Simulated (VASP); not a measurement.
## In: relaxation of cell and atoms with PBEsol+D3(BJ)

Crystal: In.

```
In
1.0
     3.33548    0.00000    0.00000
    -1.66774    2.88861    0.00000
     0.00000    0.00000    5.50914
In
2
Direct
  0.66667 0.33333 0.75000
  0.33333 0.66667 0.25000
```

This isn't the form of In at room conditions, which is tetragonal.

```
Program                : VASP 6.6.1
Task                   : relaxation of cell and atoms
Functional             : PBEsol
Dispersion             : D3(BJ)
Potentials or basis    : VASP PAW PBE potentials, release 64 (In_d)
Cutoff                 : 600 eV
k mesh                 : 9 × 9 × 5
Occupations            : fermi-dirac, width 0.05 eV
Spin                   : no spin polarisation
Dipole correction      : no
Further INCAR settings : ALGO = Normal; EDIFF = 1e-07; IBRION = 2; EDIFFG = -0.01; NSW = 60; ISIF = 3
```

| Item | Value |
| --- | --- |
| Relaxed volume | 24.30 Å³/atom |
| Relaxed cell | a = 3.255 Å, b = 3.255 Å, c = 5.298 Å, α = 90.00°, β = 90.00°, γ = 120.00° |
| Space group after relaxing (to 0.1 Å) | P6_3/mmc (No. 194) |
| Energy gained by relaxing | 27.7 meV/atom |
| Ionic steps | 6 |
| Pressure after relaxing | 0.0 GPa |
| Band gap on the k mesh | zero (bands 13 and 14 overlap by 4.53 eV) |
| Dispersion energy per atom | -0.387 eV |

Step by step:
```
step  energy change (eV)  largest force (eV/Å)  pressure (GPa)  volume (Å³)
   1              0.0000                0.0000           -3.58        53.08
   2             -0.0538                0.0000            0.07        48.65
   3             -0.0538                0.0000            0.02        48.69
   4             -0.0552                0.0000            0.02        48.63
   5             -0.0554                0.0000            0.06        48.61
   6             -0.0554                0.0000            0.05        48.61
```

Final structure:
```
In
1.0
     3.25485    0.00000    0.00000
    -1.62743    2.81878    0.00000
     0.00000    0.00000    5.29780
In
2
Direct
  0.66667 0.33333 0.75000
  0.33333 0.66667 0.25000
```

Levels at points of the mesh, in eV from the Fermi level:
```csv
k point,band 9,band 10,band 11,band 12,band 13,band 14,band 15,band 16,band 17
"(0.00, 0.00, 0.00)",-14.28,-14.28,-10.13,-4.37,-3.74,8.77,8.77,10.73,10.73
```

It took 3 min on 1 thread of AMD EPYC 7R43 64-Core Processor (Zen 3), on a shared host, peak memory 0.19 GiB.

Caveat: the PAW data sets were made with another functional, which shifts forces and pressure a little; spin-orbit coupling is left out, which moves the levels of the heavy elements.
